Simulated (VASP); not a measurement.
## ZnS: single point with r2SCAN

Crystal: ZnS.

```
CELL_PARAMETERS angstrom
5.40930 0.00000 0.00000
0.00000 -5.40930 0.00000
0.00000 0.00000 -5.40930
ATOMIC_POSITIONS crystal
Zn 0.00049 0.50392 0.50091
Zn 0.50127 0.99492 0.50125
Zn 0.50709 0.49356 0.00235
Zn 0.99416 0.00439 0.00450
S 0.74472 0.75485 0.74311
S 0.25669 0.24792 0.75194
S 0.25023 0.74819 0.24797
S 0.74535 0.25225 0.24797
```

This cell differs from its parent crystal: atoms moved at random.

```yaml
Program: VASP 6.6.1
Task: single point
Functional: r2SCAN
Potentials_or_basis: VASP PAW PBE potentials, release 64 (Zn, S)
Cutoff: 520 eV
k_mesh: 4 × 4 × 4
Occupations: gaussian, width 0.05 eV
Spin: no spin polarisation
Dipole_correction: no
Further_INCAR_settings: ALGO = Normal; EDIFF = 1e-06; NBANDS = 46
```

- Pressure: -0.7 GPa
- Largest force: 0.693 eV/Å
- Band gap on the k mesh: 2.64 eV

Forces in eV/Å, atoms in the order of the input:
```
Zn   0.100  0.123 -0.062
Zn  -0.282 -0.202  0.238
Zn  -0.295 -0.366  0.271
Zn   0.206  0.145  0.219
S    0.400  0.313 -0.472
S   -0.409 -0.087  0.112
S   -0.050 -0.065  0.089
S    0.330  0.139 -0.395
```

Stress tensor (GPa, compression positive):
```
-0.68  0.63 -0.33
 0.63 -0.74 -0.28
-0.33 -0.28 -0.62
```

Levels at points of the mesh, in eV from the valence-band top:
```tsv
k point	band 32	band 33	band 34	band 35	band 36	band 37	band 38	band 39	band 40	band 41
(0.00, 0.00, 0.00)	-2.27	-2.23	-0.04	-0.02	0.00	2.64	3.61	3.71	3.81	4.37
(0.50, 0.00, 0.00)	-2.56	-1.37	-1.35	-1.19	-1.18	4.84	4.92	5.02	5.08	5.94
(0.00, 0.50, 0.00)	-2.55	-1.29	-1.28	-1.26	-1.26	4.89	4.90	5.02	5.04	6.01
(0.00, 0.00, 0.50)	-2.55	-1.31	-1.29	-1.26	-1.24	4.86	4.89	5.02	5.05	6.00
(0.50, 0.50, 0.00)	-2.49	-1.00	-0.96	-0.91	-0.88	5.23	5.25	5.42	5.43	7.03
(0.00, 0.50, 0.50)	-2.47	-1.03	-1.00	-0.87	-0.85	5.25	5.30	5.38	5.40	6.97
(0.50, 0.00, 0.50)	-2.47	-0.98	-0.96	-0.93	-0.88	5.24	5.26	5.41	5.43	7.03
(0.50, 0.50, 0.50)	-0.91	-0.89	-0.85	-0.82	-0.82	3.74	3.75	3.81	3.86	7.19
```

It took 7.1 min on 1 thread of Intel(R) Xeon(R) Platinum 8488C (Sapphire Rapids), on a shared host, peak memory 0.38 GiB.

Caveat: the cell differs from its parent crystal (atoms moved at random); the PAW data sets were made with another functional, which shifts forces and pressure a little.
